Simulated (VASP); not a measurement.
A run of VASP 6.6.1 is set up as follows.

Contents of INCAR:

```
PREC = Accurate ; ENCUT = 520
EDIFF = 1E-6 ; ISMEAR = 1
SIGMA = 0.05 ; LREAL = False
LASPH = True ; NELM = 80
ALGO = Normal ; ISIF = 2
LWAVE = False ; LCHARG = False
GGA = CA ; NBANDS = 14
```

Contents of KPOINTS:

```
regular mesh
0
Gamma
  11 11 11
```

Contents of POSCAR:

```
HfN
1.0
    0.0000000000      2.4068844856      2.4068844856
    2.4068844856      0.0000000000      2.4068844856
    2.4068844856      2.4068844856      0.0000000000
Hf N
1 1
Direct
    0.0000000000      0.0000000000      0.0000000000
    0.7500000000      0.7500000000      0.7500000000
```

Potentials or basis: VASP PAW LDA potentials, release 64 (Hf_pv, N).

Run with:

```bash
$ cat potpaw_LDA.64/Hf_pv/POTCAR potpaw_LDA.64/N/POTCAR > POTCAR
$ mpirun -np 1 vasp_std > vasp.out
```

Problem. Estimate the pressure.

Solution. 1.9 GPa.
